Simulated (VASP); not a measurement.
Input of a VASP 6.6.1 run:

POSCAR

```
GaSb
1.0
    0.0000000000      3.0724980416      3.0724980416
    3.0724980416      0.0000000000      3.0724980416
    3.0724980416      3.0724980416      0.0000000000
Ga Sb
1 1
Direct
    0.0000000000      0.0000000000      0.0000000000
    0.7500000000      0.7500000000      0.7500000000
```

Contents of INCAR.step1:

```
SYSTEM = GaSb
ALGO     = Normal         ! electronic algorithm
EDIFF    = 1E-4           ! SCF threshold, eV
ENCUT    = 520            ! plane-wave cutoff, eV
GGA      = PE             ! functional
ISMEAR   = 0              ! smearing method
LASPH    = .TRUE.         ! aspherical terms in the spheres
LCHARG   = .FALSE.        ! write CHGCAR
LREAL    = .FALSE.        ! projectors in reciprocal space
LWAVE    = .TRUE.         ! write WAVECAR
NBANDS   = 16             ! bands
NELM     = 100            ! most SCF steps
PREC     = Accurate       ! precision mode
SIGMA    = 0.05           ! smearing width, eV
```

Contents of INCAR.step2:

```
SYSTEM = GaSb
ALGO     = Normal         ! electronic algorithm
EDIFF    = 1E-7           ! SCF threshold, eV
ENCUT    = 520            ! plane-wave cutoff, eV
ISIF     = 2              ! what is computed and relaxed
ISMEAR   = 0              ! smearing method
ISTART   = 1            
IVDW     = 13             ! dispersion correction
LASPH    = .TRUE.         ! aspherical terms in the spheres
LCHARG   = .FALSE.        ! write CHGCAR
LMIXTAU  = .TRUE.       
LREAL    = .FALSE.        ! projectors in reciprocal space
LWAVE    = .FALSE.        ! write WAVECAR
METAGGA  = R2SCAN         ! meta-GGA
NBANDS   = 16             ! bands
NELM     = 100            ! most SCF steps
PREC     = Accurate       ! precision mode
SIGMA    = 0.05           ! smearing width, eV
VDW_A1   = 0.51559235   
VDW_A2   = 5.77342911   
VDW_S6   = 1.0          
VDW_S8   = 0.6018749
```

KPOINTS

```
k-points
0
G
  6 6 6
  0 0 0
```

Potentials or basis: VASP PAW PBE potentials, release 64 (Ga_d, Sb).

Launch:

```console
$ cat potpaw_PBE.64/Ga_d/POTCAR potpaw_PBE.64/Sb/POTCAR > POTCAR
$ cp INCAR.step1 INCAR
$ mpirun -np 1 vasp_std > vasp.out
$ cp INCAR.step2 INCAR
$ mpirun -np 1 vasp_std > vasp.out
```

Task: What does it give for the dispersion energy per atom?

Result: -0.140 eV.

Task: Estimate the band gap on the k mesh.

Result: 0.35 eV, direct.

Task: Predict the pressure.

Result: -1.0 GPa.

Caveat: the PAW data sets were made with another functional, which shifts forces and pressure a little; spin-orbit coupling is left out, which moves the levels of the heavy elements. A k mesh can miss the band edges.
